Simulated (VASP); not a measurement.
# Mg (P6_3/mmc) in VASP: a series of runs

The runs below take Mg through single point, relaxation of cell and atoms, with LDA.

All numbers are computed with VASP 6.6.1; they aren't measurements. Logs are shortened: lines on timing, memory, paths and dates and some standing lists are left out, and cuts for length are marked.

### 1 The cell of the first run

It takes space group P6_3/mmc (No. 194, hexagonal). Conventional cell: a = 3.133 Å, b = 3.133 Å, c = 5.089 Å, α = 90.00°, β = 90.00°, γ = 120.00°. Within 4.1 Å of Mg (site symmetry -6m2) lie 12 Mg at 3.12 to 3.13 Å.

### 2 Single point, LDA

INCAR

```
SYSTEM = Mg
PREC     = Accurate       ! precision mode
ENCUT    = 520            ! plane-wave cutoff, eV
EDIFF    = 1E-7           ! SCF threshold, eV
ISMEAR   = -1             ! smearing method
SIGMA    = 0.1            ! smearing width, eV
LREAL    = .FALSE.        ! projectors in reciprocal space
LASPH    = .TRUE.         ! aspherical terms in the spheres
NELM     = 80             ! most SCF steps
ALGO     = Normal         ! electronic algorithm
ISIF     = 2              ! what is computed and relaxed
LWAVE    = .FALSE.        ! write WAVECAR
LCHARG   = .FALSE.        ! write CHGCAR
GGA      = CA             ! functional
NBANDS   = 9              ! bands
```

KPOINTS

```
regular mesh
0
G
  9 9 5
  0 0 0
```

POSCAR

```
Mg
1.0
    3.1327486003      0.0000000000      0.0000000000
   -1.5663743001      2.7130398715      0.0000000000
    0.0000000000      0.0000000000      5.0893654299
Mg
2
Direct
    0.3333333333      0.6666666667      0.2500000000
    0.6666666667      0.3333333333      0.7500000000
```

Potentials or basis: VASP PAW LDA potentials, release 64 (Mg).

Launch:

```bash
cat potpaw_LDA.64/Mg/POTCAR > POTCAR
mpirun -np 1 vasp_std > vasp.out
```

OUTCAR:

```text
SYSTEM = Mg
   PREC = Accurate
   ENCUT = 520
   EDIFF = 1E-7
   ISMEAR = -1
   LREAL = .FALSE.
   LASPH = .TRUE.
   NELM = 80
   ISIF = 2
   GGA = CA

 ion  position               nearest neighbor table
   1  0.333  0.667  0.250-   2 3.12   2 3.12   2 3.12   2 3.12   2 3.12   2 3.12
   2  0.667  0.333  0.750-   1 3.12   1 3.12   1 3.12   1 3.12   1 3.12   1 3.12

  LATTYP: Found a hexagonal cell.
 ALAT       =     3.1327486003
 C/A-ratio  =     1.6245687348

  Lattice vectors:

 A1 = (   3.1327486003,   0.0000000000,   0.0000000000)
 A2 = (  -1.5663743001,   2.7130398715,   0.0000000000)
 A3 = (   0.0000000000,   0.0000000000,   5.0893654299)

Analysis of symmetry for initial positions (statically):
=====================================================================
 Subroutine PRICEL returns:
 Original cell was already a primitive cell.

 Routine SETGRP: Setting up the symmetry group for a
 hexagonal supercell.

 Subroutine GETGRP returns: Found 24 space group operations
 (whereof 12 operations were pure point group operations)
 out of a pool of 24 trial point group operations.

The static configuration has the point symmetry D_3d.
 The point group associated with its full space group is D_6h.

Analysis of symmetry for dynamics (positions and initial velocities):
=====================================================================
 Subroutine PRICEL returns:
 Original cell was already a primitive cell.

 Routine SETGRP: Setting up the symmetry group for a
 hexagonal supercell.

 Subroutine GETGRP returns: Found 24 space group operations
 (whereof 12 operations were pure point group operations)
 out of a pool of 24 trial point group operations.

The dynamic configuration has the point symmetry D_3d.
 The point group associated with its full space group is D_6h.

 Subroutine INISYM returns: Found 24 space group operations
 (whereof 12 operations are pure point group operations),
 and found     1 'primitive' translations

----------------------------------------------------------------------------------------

                                     Primitive cell

  volume of cell :      43.2559

  direct lattice vectors                    reciprocal lattice vectors
     3.132748600  0.000000000  0.000000000     0.319208506  0.184295117  0.000000000
    -1.566374300  2.713039871  0.000000000     0.000000000  0.368590234  0.000000000
     0.000000000  0.000000000  5.089365430     0.000000000  0.000000000  0.196488150

  length of vectors
     3.132748600  3.132748600  5.089365430     0.368590234  0.368590234  0.196488150

  position of ions in fractional coordinates (direct lattice)
     0.333333333  0.666666667  0.250000000
     0.666666667  0.333333333  0.750000000

  ion indices of the primitive-cell ions
   primitive index   ion index
                 1           1
                 2           2

----------------------------------------------------------------------------------------

 KPOINTS: regular mesh

Automatic generation of k-mesh.
 Grid dimensions read from file:
 generate k-points for:    9    9    5

 Generating k-lattice:

  Cartesian coordinates                     Fractional coordinates (reciprocal lattice)
     0.035467612  0.020477235  0.000000000     0.111111111  0.000000000  0.000000000
     0.000000000  0.040954470  0.000000000     0.000000000  0.111111111  0.000000000
     0.000000000  0.000000000  0.039297630     0.000000000  0.000000000  0.200000000

  Length of vectors
     0.040954470  0.040954470  0.039297630

  Shift w.r.t. Gamma in fractional coordinates (k-lattice)
     0.000000000  0.000000000  0.000000000

 Subroutine IBZKPT returns following result:
 ===========================================

 Found     36 irreducible k-points:

 Following reciprocal coordinates:
            Coordinates               Weight
  0.000000  0.000000  0.000000      1.000000
  0.111111  0.000000  0.000000      6.000000
  0.222222  0.000000  0.000000      6.000000
  0.333333  0.000000  0.000000      6.000000
  0.444444  0.000000  0.000000      6.000000
  0.111111  0.111111  0.000000      6.000000
[... 16 lines left out ...]
  0.333333  0.222222  0.200000     24.000000
  0.333333  0.333333  0.200000      4.000000
 [... further k-points ...]
   k-points           NKPTS =     36   k-points in BZ     NKDIM =     36   number of bands    NBANDS=      9
   number of dos      NEDOS =    301   number of ions     NIONS =      2
   total plane-waves  NPLWV =  23040
   dimension x,y,z NGX =    24 NGY =   24 NGZ =   40
   dimension x,y,z NGXF=    48 NGYF=   48 NGZF=   80
   ions per type =               2
   NGX,Y,Z   is equivalent  to a cutoff of  12.74, 12.74, 13.07 a.u.
   NGXF,Y,Z  is equivalent  to a cutoff of  25.47, 25.47, 26.13 a.u.
 SYSTEM =  Mg
   PREC   = accura    normal or accurate (medium, high low for compatibility)
   ISTART =      0    job   : 0-new  1-cont  2-samecut
   ICHARG =      2    charge: 1-file 2-atom 10-const
   ISPIN  =      1    spin polarized calculation?
   LNONCOLLINEAR =      F non collinear calculations
   LSORBIT =      F    spin-orbit coupling
   LASPH  =      T    aspherical Exc in radial PAW
   ENCUT  =  520.0 eV  38.22 Ry    6.18 a.u.   5.82  5.82  9.46*2*pi/ulx,y,z
   NELM   =     80;   NELMIN=  2; NELMDL= -5     # of ELM steps
   EDIFF  = 0.1E-06   stopping-criterion for ELM
   LREAL  =      F    real-space projection
   EDIFFG = 0.1E-05   stopping-criterion for IOM
   NSW    =      0    number of steps for IOM
   IBRION =     -1    ionic relax: 0-MD 1-quasi-New 2-CG
   NFREE  =      0    steps in history (QN), initial steepest desc. (CG)
   ISIF   =      2    stress and relaxation
   ISYM   =      2    0-nonsym 1-usesym 2-fastsym
   POTIM  = 0.5000    time-step for ionic-motion
   TEBEG  =    0.0;   TEEND  =   0.0 temperature during run
   PSTRESS=    0.0 pullay stress
   NELECT =       4.0000    total number of electrons
   NUPDOWN=      -1.0000    fix difference up-down
   EMIN   =  10.00;   EMAX   =-10.00  energy-range for DOS
   EFERMI =   0.00;   METHOD = LEGACY
   ISMEAR =    -1;   SIGMA  =   0.10  broadening in eV -4-tet -1-fermi 0-gaus
   EFERMI_NEDOS =   21; number of points for ismear=-14 and -15
   IALGO  =     38    algorithm
   IMIX   =      4    mixing-type and parameters
     AMIX     =   0.40;   BMIX     =  1.00
     AMIX_MAG =   1.60;   BMIX_MAG =  1.00
  volume/ion in A,a.u.               =      21.63       145.95
  Fermi-wavevector in a.u.,A,eV,Ry     =   0.740309  1.398981  7.456774  0.548057
  Thomas-Fermi vector in A             =   1.834680
   LORBIT       =      0    0 simple, 1 ext, 2 COOP (PROOUT), +10 PAW based schemes
   GGA     = CA    functional components
   LHFCALC =     F    Hartree Fock is set to
   AEXX    =    0.0000 exact exchange contribution
   IVDW    =     0    specifies the selected vdW correction
   LEPSILON=     F    determine dielectric tensor
   LRPA    =     F    only Hartree local field effects (RPA)
 non-spin polarized calculation
  energy-cutoff  :      520.00
  volume of cell :       43.26
 maximum number of plane-waves:      1183
 NGX is ok and might be reduce to    24
   NGX = 11   NGY = 11   NGZ = 19

 number of electron       4.0000000 magnetization

 Free energy of the ion-electron system (eV)
  ---------------------------------------------------
  ext. energy  EPLUGINS =         0.00000000
  ---------------------------------------------------
  free energy    TOTEN  =        -3.62790815 eV

  energy without entropy =       -3.60048552  energy(sigma->0) =       -3.61419684

 E-fermi :   2.7330     XC(G=0):  -8.8739

 val. band max:        2.7274746484   @ k =   0.4444   0.0000   0.4000
 cond. band min:       2.8388661561   @ k =   0.4444   0.1111   0.4000
 fundamental gap:      0.1113915076
 Fermi energy:         2.7330372777

 k-point     1 :       0.0000    0.0000    0.0000
  band No.  band energies     occupation
      1      -4.3936      2.00000
      2       1.0332      2.00000
      3       1.5066      1.99999
      4      14.0354      0.00000
      5      14.0354      0.00000
      6      14.2031      0.00000
      7      14.2031      0.00000
      8      14.9445      0.00000
      9      16.7264      0.00000

 k-point     2 :       0.1111    0.0000    0.0000
  band No.  band energies     occupation
      1      -4.1411      2.00000
      2       1.2620      2.00000
      3       1.7510      1.99989
      4      10.8493      0.00000
      5      12.4564      0.00000
      6      13.2594      0.00000
      7      15.6812      0.00000
      8      15.7884      0.00000
      9      16.0677      0.00000

 k-point     3 :       0.2222    0.0000    0.0000
  band No.  band energies     occupation
      1      -3.3879      2.00000
      2       1.9493      1.99921
      3       2.4631      1.87397
      4       7.5003      0.00000
      5      11.2093      0.00000
      6      11.5016      0.00000
      7      12.3393      0.00000
      8      13.8737      0.00000
      9      15.8009      0.00000

 k-point     4 :       0.3333    0.0000    0.0000
  band No.  band energies     occupation
      1      -2.1465      2.00000
      2       3.0971      0.05114
      3       3.3805      0.00308
      4       4.7678      0.00000
      5       9.3495      0.00000
      6       9.5174      0.00000
      7      10.3802      0.00000
      8      12.2351      0.00000
      9      14.8507      0.00000

 k-point     5 :       0.4444    0.0000    0.0000
  band No.  band energies     occupation
      1      -0.4390      2.00000
      2       1.6867      1.99994
      3       4.7023      0.00000
      4       5.4614      0.00000
      5       6.8125      0.00000
      6       7.4154      0.00000
      7       9.9669      0.00000
      8      11.4912      0.00000
      9      14.3693      0.00000

 k-point     6 :       0.1111    0.1111    0.0000
  band No.  band energies     occupation
      1      -3.6382      2.00000
      2       1.7201      1.99992
      3       2.2305      1.98695
      4       9.1075      0.00000
      5       9.4899      0.00000
      6      13.8247      0.00000
      7      14.1511      0.00000
      8      14.5939      0.00000
      9      14.7501      0.00000
[... 169 lines left out ...]
 k-point    21 :       0.4444    0.1111    0.2000
  band No.  band energies     occupation
      1       0.9514      2.00000
      2       0.9876      2.00000
      3       4.2787      0.00000
      4       4.2806      0.00000
      5       7.1722      0.00000
      6       8.4471      0.00000
      7       9.3836      0.00000
      8      10.8115      0.00000
      9      13.9776      0.00000

 k-point    22 :       0.2222    0.2222    0.2000
  band No.  band energies     occupation
      1      -1.1854      2.00000
      2       2.0839      1.99697
      3       5.1445      0.00000
      4       5.1481      0.00000
      5       6.7809      0.00000
      6       8.6065      0.00000
      7       8.8023      0.00000
      8      12.8038      0.00000
      9      13.1273      0.00000

 k-point    23 :       0.3333    0.2222    0.2000
  band No.  band energies     occupation
      1       0.5004      2.00000
      2       2.5473      1.73001
      3       3.7783      0.00006
      4       4.7939      0.00000
      5       6.0531      0.00000
      6       7.8089      0.00000
      7       8.7847      0.00000
      8      10.5760      0.00000
      9      12.5771      0.00000

 k-point    24 :       0.3333    0.3333    0.2000
  band No.  band energies     occupation
      1       2.3424      1.96057
      2       2.3747      1.94594
      3       2.3747      1.94594
      4       5.5452      0.00000
      5       5.9087      0.00000
      6       5.9087      0.00000
      7       9.8832      0.00000
      8      10.5611      0.00000
      9      10.5611      0.00000

 [... further k-points ...]

------------------------ aborting loop because EDIFF is reached ----------------------------------------

  FORCE on cell =-STRESS in cart. coord.  units (eV):
  Direction    XX          YY          ZZ          XY          YZ          ZX
  --------------------------------------------------------------------------------------
  -------------------------------------------------------------------------------------
  Total       -0.0904613     -0.0904613     -0.0885447     -0.0000000      0.0000000      0.0000000
  in kB       -3.3506413     -3.3506413     -3.2796538     -0.0000000      0.0000000      0.0000000
  external PRESSURE =      -3.3269788 kB  Pullay stress =       0.0000000 kB

 VOLUME and BASIS-vectors are now :
 -----------------------------------------------------------------------------
  energy-cutoff  :      520.00
  volume of cell :       43.26
      direct lattice vectors                 reciprocal lattice vectors
     3.132748600  0.000000000  0.000000000     0.319208506  0.184295117  0.000000000
    -1.566374300  2.713039871  0.000000000     0.000000000  0.368590234  0.000000000
     0.000000000  0.000000000  5.089365430     0.000000000  0.000000000  0.196488150

 POSITION                                       TOTAL-FORCE (eV/Angst)
 -----------------------------------------------------------------------------------
     -0.00000      1.80869      1.27234        -0.000000      0.000000      0.000000
      1.56637      0.90435      3.81702         0.000000     -0.000000      0.000000
 -----------------------------------------------------------------------------------
    total drift:                                0.000000     -0.000000      0.000000

  FREE ENERGIE OF THE ION-ELECTRON SYSTEM (eV)
  ---------------------------------------------------
  free  energy   TOTEN  =        -3.6279081543 eV

  energy  without entropy=       -3.6004855218  energy(sigma->0) =       -3.61419684
```

Wall time 9.5 s (1 thread of AMD EPYC 7R43 (Zen 3), shared host); peak memory 0.11 GiB.

What came out:

* Free energy: -3.6279 eV
* Pressure: -0.3 GPa
* Band gap on the k mesh: zero (band 2 reaches 3.79 eV, above the bottom of band 3 at 1.51 eV)

Levels at points of the mesh, in eV from the Fermi level:
```
           k point  band 1  band 2  band 3  band 4  band 5  band 6  band 7
(0.00, 0.00, 0.00)   -7.13   -1.70   -1.23   11.30   11.30   11.47   11.47
```

### 3 Relaxation of cell and atoms, LDA

This run uses another cell than the first one, of 23.24 Å³/atom, 1.074 times its volume.

INCAR

```
SYSTEM = Mg
PREC = Accurate
ENCUT = 600
EDIFF = 1E-7
ISMEAR = -1
SIGMA = 0.1
LREAL = .FALSE.
LASPH = .TRUE.
NELM = 80
ALGO = Normal
ISIF = 3
LWAVE = .FALSE.
LCHARG = .FALSE.
IBRION = 2
NSW = 50
EDIFFG = -0.03
```

KPOINTS

```
Automatic mesh
0
G
  9 9 5
  0 0 0
```

POSCAR

```
Mg
1.0
    3.2093000000      0.0000000000      0.0000000000
   -1.6046500000      2.7793350000      0.0000000000
    0.0000000000      0.0000000000      5.2103000000
Mg
2
Direct
    0.3333333333      0.6666666667      0.2500000000
    0.6666666667      0.3333333333      0.7500000000
```

Potentials or basis: VASP PAW LDA potentials, release 64 (Mg).

Launch:

```bash
cat potpaw_LDA.64/Mg/POTCAR > POTCAR
mpirun -np 1 vasp_std > vasp.out
```

Run time: 21 s. Hardware: 1 thread of AMD EPYC 7R43 (Zen 3), shared host; peak memory 0.12 GiB.

It converged, with:

* Free energy: -3.6284 eV
* Relaxed volume: 21.47 Å³/atom
* Relaxed cell: a = 3.127 Å, b = 3.127 Å, c = 5.072 Å, α = 90.00°, β = 90.00°, γ = 120.00°
* Space group after relaxing (to 0.05 Å): P6_3/mmc (No. 194)
* Energy gained by relaxing: 16.5 meV/atom
* Ionic steps: 3
* Pressure after relaxing: 0.0 GPa
* Band gap on the k mesh: zero (band 2 reaches 3.83 eV, above the bottom of band 3 at 1.56 eV)

Stress tensor (GPa, compression positive):
```
-0.09  0.00  0.00
 0.00 -0.09  0.00
 0.00  0.00  0.05
```

The path:
```tsv
step	energy change (eV)	largest force (eV/Å)	pressure (GPa)	volume (Å³)
1	0.0000	0.0000	-2.77	46.47
2	-0.0307	0.0000	-0.83	43.82
3	-0.0331	0.0000	-0.04	42.94
```

Final structure:
```
CELL_PARAMETERS angstrom
3.12673 0.00000 0.00000
-1.56336 2.70782 0.00000
0.00000 0.00000 5.07226
ATOMIC_POSITIONS crystal
Mg 0.33333 0.66667 0.25000
Mg 0.66667 0.33333 0.75000
```

Levels at points of the mesh, in eV from the Fermi level:
```tsv
k point	band 1	band 2	band 3	band 4	band 5	band 6
(0.00, 0.00, 0.00)	-7.16	-1.70	-1.21	11.33	11.33	11.51
```
